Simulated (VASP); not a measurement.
# SiGe (P6_3mc) in VASP: further runs, part 2 of 3

VASP 6.6.1. Earlier steps stand in the parts before.

### Step 3. Single point, r2SCAN (all Si atoms moved +0.250 Å, as atom 1 along Cartesian [0 0 1])

File POSCAR:

```
SiGe
1.0
    3.9044512986      0.0000000000      0.0000000000
   -1.9522256493      3.3813540124      0.0000000000
    0.0000000000      0.0000000000      6.4507830000
Si Ge
2 2
Direct
    0.6666666667      0.3333333333      0.9133619852
    0.3333333333      0.6666666667      0.4133619852
    0.6666666667      0.3333333333      0.5003920000
    0.3333333333      0.6666666667      0.0003920000
```

File INCAR.step1:

```
SYSTEM = SiGe
PREC     = Accurate       ! precision mode
ENCUT    = 520            ! plane-wave cutoff, eV
ISMEAR   = 0              ! smearing method
SIGMA    = 0.05           ! smearing width, eV
LREAL    = .False.        ! projectors in reciprocal space
LASPH    = .True.         ! aspherical terms in the spheres
NELM     = 100            ! most SCF steps
NBANDS   = 26             ! bands
GGA      = PE             ! functional
ALGO     = Normal         ! electronic algorithm
EDIFF    = 1E-4           ! SCF threshold, eV
LWAVE    = .True.         ! write WAVECAR
LCHARG   = .False.        ! write CHGCAR
```

File INCAR.step2:

```
SYSTEM = SiGe
PREC     = Accurate       ! precision mode
ENCUT    = 520            ! plane-wave cutoff, eV
EDIFF    = 1E-6           ! SCF threshold, eV
ISMEAR   = 0              ! smearing method
SIGMA    = 0.05           ! smearing width, eV
LREAL    = .False.        ! projectors in reciprocal space
LASPH    = .True.         ! aspherical terms in the spheres
NELM     = 100            ! most SCF steps
ALGO     = Normal         ! electronic algorithm
ISIF     = 2              ! what is computed and relaxed
LWAVE    = .False.        ! write WAVECAR
LCHARG   = .False.        ! write CHGCAR
METAGGA  = R2SCAN         ! meta-GGA
LMIXTAU  = .True.       
NBANDS   = 26             ! bands
ISTART   = 1
```

File KPOINTS:

```
Automatic mesh
0
Gamma
  12 12 4
  0 0 0
```

Potentials or basis: VASP PAW PBE potentials, release 64 (Si, Ge_d).

Command:

```sh
$ cat potpaw_PBE.64/Si/POTCAR potpaw_PBE.64/Ge_d/POTCAR > POTCAR
$ cp INCAR.step1 INCAR
$ mpirun -np 1 vasp_std > vasp.out
$ cp INCAR.step2 INCAR
$ mpirun -np 1 vasp_std > vasp.out
```

OUTCAR:

```text
SYSTEM = SiGe
   PREC = Accurate
   ENCUT = 520
   EDIFF = 1E-6
   ISMEAR = 0
   LREAL = .False.
   LASPH = .True.
   NELM = 100
   ISIF = 2
   METAGGA = R2SCAN
   ISTART = 1

 ion  position               nearest neighbor table
   1  0.667  0.333  0.913-   4 2.32   4 2.32   4 2.32   3 2.66
   2  0.333  0.667  0.413-   3 2.32   3 2.32   3 2.32   4 2.66
   3  0.667  0.333  0.500-   2 2.32   2 2.32   2 2.32   1 2.66
   4  0.333  0.667  0.000-   1 2.32   1 2.32   1 2.32   2 2.66

  LATTYP: Found a hexagonal cell.
 ALAT       =     3.9044512986
[... 898 lines left out ...]
  --------------------------------------------------------------------------------------
  -------------------------------------------------------------------------------------
  Total        2.7090152      2.7090152     -2.8191758      0.0000000      0.0000000      0.0000000
  in kB       50.9634643     50.9634643    -53.0358657      0.0000000      0.0000000      0.0000000
  external PRESSURE =      16.2970209 kB  Pullay stress =       0.0000000 kB

 VOLUME and BASIS-vectors are now :
 -----------------------------------------------------------------------------
  energy-cutoff  :      520.00
  volume of cell :       85.17
      direct lattice vectors                 reciprocal lattice vectors
     3.904451299  0.000000000  0.000000000     0.256117934  0.147869758  0.000000000
    -1.952225649  3.381354012  0.000000000     0.000000000  0.295739516  0.000000000
     0.000000000  0.000000000  6.450783000     0.000000000  0.000000000  0.155019941

 POSITION                                       TOTAL-FORCE (eV/Angst)
 -----------------------------------------------------------------------------------
      1.95223      1.12712      5.89190         0.000000     -0.000000     -1.990791
     -0.00000      2.25424      2.66651        -0.000000     -0.000000     -1.990791
      1.95223      1.12712      3.22792        -0.000000      0.000000      1.990791
     -0.00000      2.25424      0.00253         0.000000      0.000000      1.990791
 -----------------------------------------------------------------------------------
    total drift:                               -0.000000     -0.000000      0.019773

  FREE ENERGIE OF THE ION-ELECTRON SYSTEM (eV)
  ---------------------------------------------------
  free  energy   TOTEN  =       -44.5700710689 eV

  energy  without entropy=      -44.5697648551  energy(sigma->0) =      -44.56991796
```

OSZICAR.step1:

```text
N       E                     dE             d eps       ncg     rms          rms(c)
DAV:   1     0.264244436230E+03    0.26424E+03   -0.17670E+04  3468   0.295E+03
DAV:   2     0.231345389106E+02   -0.24111E+03   -0.23225E+03  2988   0.632E+02
DAV:   3    -0.177128861217E+02   -0.40847E+02   -0.40395E+02  3616   0.153E+02
DAV:   4    -0.193690850807E+02   -0.16562E+01   -0.16531E+01  3600   0.344E+01
DAV:   5    -0.194038874734E+02   -0.34802E-01   -0.34792E-01  3596   0.550E+00    0.579E+00
DAV:   6    -0.192260558312E+02    0.17783E+00   -0.89072E-02  3558   0.213E+00    0.346E+00
DAV:   7    -0.191388986536E+02    0.87157E-01   -0.15582E-01  3642   0.254E+00    0.216E-01
DAV:   8    -0.191415693630E+02   -0.26707E-02   -0.17219E-02  3644   0.130E+00    0.117E-01
DAV:   9    -0.191421666794E+02   -0.59732E-03   -0.65429E-04  2942   0.195E-01    0.737E-02
DAV:  10    -0.191423800343E+02   -0.21335E-03   -0.21468E-04  2866   0.916E-02    0.164E-02
DAV:  11    -0.191424068486E+02   -0.26814E-04   -0.39258E-05  2192   0.633E-02
   1 F= -.19142407E+02 E0= -.19142067E+02  d E =-.680323E-03
```

Run time: 12 min. Hardware: 1 thread of Intel Xeon 8259CL, shared host; peak memory 0.28 GiB.

What came out:

| Property | Result |
| --- | --- |
| Free energy | -44.5701 eV |
| Pressure | 1.6 GPa |
| Largest force | 1.991 eV/Å |
| Band gap on the k mesh | zero (bands 18 and 19 overlap by 0.53 eV) |

Forces in eV/Å, atoms in the order of the input:
```
Si   0.000  0.000 -1.991
Si   0.000  0.000 -1.991
Ge   0.000  0.000  1.991
Ge   0.000  0.000  1.991
```

Levels at points of the mesh, in eV from the Fermi level:
```csv
k point,band 15,band 16,band 17,band 18,band 19,band 20,band 21,band 22
"(0.00, 0.00, 0.00)",-2.44,-1.16,-1.16,-0.25,0.65,1.10,1.93,1.95
"(0.50, 0.00, 0.00)",-4.80,-4.09,-2.86,-2.74,-0.17,1.60,3.26,4.12
"(0.00, 0.00, 0.50)",-1.90,-1.90,-1.90,-1.90,0.53,0.53,2.73,2.73
"(0.50, 0.00, 0.50)",-3.52,-3.52,-2.57,-2.57,0.52,0.52,1.11,1.11
```

Caveat: the cell differs from its parent crystal (all Si atoms moved +0.250 Å, as atom 1 along Cartesian [0 0 1]); the stress differs along the axes, from -5 to 5 GPa; semilocal functionals underestimate gaps, and a narrow one can read as zero; the PAW data sets were made with another functional, which shifts forces and pressure a little.

### Step 4. Single point, r2SCAN (all Si atoms moved -0.125 Å, as atom 1 along Cartesian [0 0 1])

POSCAR: that of step 3 with these lines changed.

```diff
@@ -8,4 +8,4 @@
 Direct
-    0.6666666667      0.3333333333      0.9133619852
-    0.3333333333      0.6666666667      0.4133619852
+    0.6666666667      0.3333333333      0.8552295074
+    0.3333333333      0.6666666667      0.3552295074
     0.6666666667      0.3333333333      0.5003920000
```

File INCAR.step1:

```
PREC = Accurate
ENCUT = 520
ISMEAR = 0
SIGMA = 0.05
LREAL = False
LASPH = True
NELM = 80
NBANDS = 26
GGA = PE
ALGO = Normal
EDIFF = 1E-4
LWAVE = True
LCHARG = False
```

File INCAR.step2:

```
PREC = Accurate
ENCUT = 520
EDIFF = 1E-6
ISMEAR = 0
SIGMA = 0.05
LREAL = False
LASPH = True
NELM = 80
ALGO = Normal
ISIF = 2
LWAVE = False
LCHARG = True
METAGGA = R2SCAN
LMIXTAU = True
LELF = True
LVHAR = True
NBANDS = 26
ISTART = 1
```

File KPOINTS:

```
Automatic mesh
0
Gamma
  12 12 4
```

Potentials or basis: VASP PAW PBE potentials, release 64 (Si, Ge_d).

Command:

```sh
$ cat potpaw_PBE.64/Si/POTCAR potpaw_PBE.64/Ge_d/POTCAR > POTCAR
$ cp INCAR.step1 INCAR
$ mpirun -np 1 vasp_std > vasp.out
$ cp INCAR.step2 INCAR
$ mpirun -np 1 vasp_std > vasp.out
```

OUTCAR:

```text
PREC = Accurate
   ENCUT = 520
   EDIFF = 1E-6
   ISMEAR = 0
   LREAL = False
   LASPH = True
   NELM = 80
   ISIF = 2
   METAGGA = R2SCAN
   ISTART = 1

 ion  position               nearest neighbor table
   1  0.667  0.333  0.855-   3 2.29   4 2.44   4 2.44   4 2.44
   2  0.333  0.667  0.355-   4 2.29   3 2.44   3 2.44   3 2.44
   3  0.667  0.333  0.500-   1 2.29   2 2.44   2 2.44   2 2.44
   4  0.333  0.667  0.000-   2 2.29   1 2.44   1 2.44   1 2.44

  LATTYP: Found a hexagonal cell.
 ALAT       =     3.9044512986
 C/A-ratio  =     1.6521612146

  Lattice vectors:

 A1 = (   3.9044512986,   0.0000000000,   0.0000000000)
 A2 = (  -1.9522256493,   3.3813540124,   0.0000000000)
 A3 = (   0.0000000000,   0.0000000000,   6.4507830000)

Analysis of symmetry for initial positions (statically):
=====================================================================
 Subroutine PRICEL returns:
 Original cell was already a primitive cell.

 Routine SETGRP: Setting up the symmetry group for a
 hexagonal supercell.

 Subroutine GETGRP returns: Found 12 space group operations
[... 170 lines left out ...]
  energy without entropy =      -44.95911748  energy(sigma->0) =      -44.95911749

 E-fermi :   6.0147     XC(G=0): -10.3805

 val. band max:        5.8609261394   @ k =   0.0000   0.0000   0.0000
 cond. band min:       6.1818314743   @ k =   0.3333   0.0000   0.2500
 fundamental gap:      0.3209053349
 Fermi energy:         6.0146884069

 k-point     1 :       0.0000    0.0000    0.0000
  band No.  band energies     occupation
      1     -19.7809      2.00000
      2     -19.7798      2.00000
      3     -19.7604      2.00000
      4     -19.7603      2.00000
      5     -19.7559      2.00000
      6     -19.7558      2.00000
[... 685 lines left out ...]
     25      12.9594      0.00000
     26      13.3441      0.00000

 [... further k-points ...]

------------------------ aborting loop because EDIFF is reached ----------------------------------------

  FORCE on cell =-STRESS in cart. coord.  units (eV):
  Direction    XX          YY          ZZ          XY          YZ          ZX
  --------------------------------------------------------------------------------------
  -------------------------------------------------------------------------------------
  Total       -1.2523359     -1.2523359      3.0379615      0.0000000      0.0000000     -0.0000000
  in kB      -23.5596227    -23.5596227     57.1517811      0.0000000      0.0000000     -0.0000000
  external PRESSURE =       3.3441785 kB  Pullay stress =       0.0000000 kB

 VOLUME and BASIS-vectors are now :
 -----------------------------------------------------------------------------
  energy-cutoff  :      520.00
  volume of cell :       85.17
      direct lattice vectors                 reciprocal lattice vectors
     3.904451299  0.000000000  0.000000000     0.256117934  0.147869758  0.000000000
    -1.952225649  3.381354012  0.000000000     0.000000000  0.295739516  0.000000000
     0.000000000  0.000000000  6.450783000     0.000000000  0.000000000  0.155019941

 POSITION                                       TOTAL-FORCE (eV/Angst)
 -----------------------------------------------------------------------------------
      1.95223      1.12712      5.51690         0.000000     -0.000000      1.845134
     -0.00000      2.25424      2.29151        -0.000000      0.000000      1.845134
      1.95223      1.12712      3.22792         0.000000     -0.000000     -1.845134
     -0.00000      2.25424      0.00253        -0.000000      0.000000     -1.845134
 -----------------------------------------------------------------------------------
    total drift:                               -0.000000     -0.000001      0.011632

  FREE ENERGIE OF THE ION-ELECTRON SYSTEM (eV)
  ---------------------------------------------------
  free  energy   TOTEN  =       -44.9591174987 eV

  energy  without entropy=      -44.9591174828  energy(sigma->0) =      -44.95911749
```

OUTCAR.step1:

```text
PREC = Accurate
   ENCUT = 520
   ISMEAR = 0
   LREAL = False
   LASPH = True
[... 927 lines left out ...]
      1.95223      1.12712      5.51690        -0.000000      0.000000      1.796351
     -0.00000      2.25424      2.29151         0.000000      0.000000      1.796351
      1.95223      1.12712      3.22792        -0.000000     -0.000000     -1.796351
     -0.00000      2.25424      0.00253         0.000000      0.000000     -1.796351
 -----------------------------------------------------------------------------------
    total drift:                               -0.000000     -0.000000      0.002598

  FREE ENERGIE OF THE ION-ELECTRON SYSTEM (eV)
  ---------------------------------------------------
  free  energy   TOTEN  =       -19.5070233944 eV

  energy  without entropy=      -19.5069374004  energy(sigma->0) =      -19.50698040
```

Run time: 12 min. Hardware: 1 thread of Intel Xeon 8259CL, shared host; peak memory 0.28 GiB.

What came out:

```yaml
Free_energy: -44.9591 eV
Pressure: 0.3 GPa
Largest_force: 1.845 eV/Å
Band_gap_on_the_k_mesh: 0.32 eV (least direct gap 0.68 eV)
```

Forces on the atoms (eV/Å):
```
Si   0.000  0.000  1.845
Si   0.000  0.000  1.845
Ge   0.000  0.000 -1.845
Ge   0.000  0.000 -1.845
```

Levels at points of the mesh, in eV from the valence-band top:
```
           k point  band 15  band 16  band 17  band 18  band 19  band 20  band 21  band 22
(0.00, 0.00, 0.00)    -1.94    -1.40     0.00     0.00     0.68     1.57     1.64     1.64
(0.50, 0.00, 0.00)    -5.58    -3.85    -3.59    -1.62     0.44     2.07     2.62     2.65
(0.00, 0.00, 0.50)    -1.24    -1.24    -1.24    -1.24     1.50     1.50     3.01     3.01
(0.50, 0.00, 0.50)    -3.35    -3.35    -2.84    -2.84     0.41     0.41     1.98     1.98
```

Caveat: the cell differs from its parent crystal (all Si atoms moved -0.125 Å, as atom 1 along Cartesian [0 0 1]); the stress differs along the axes, from -2 to 6 GPa; semilocal functionals underestimate gaps, and a narrow one can read as zero; the PAW data sets were made with another functional, which shifts forces and pressure a little. A k mesh can miss the band edges.

[end of part 2 of 3]

The gap in the log of VASP goes by the Fermi energy; the results here count the filled bands.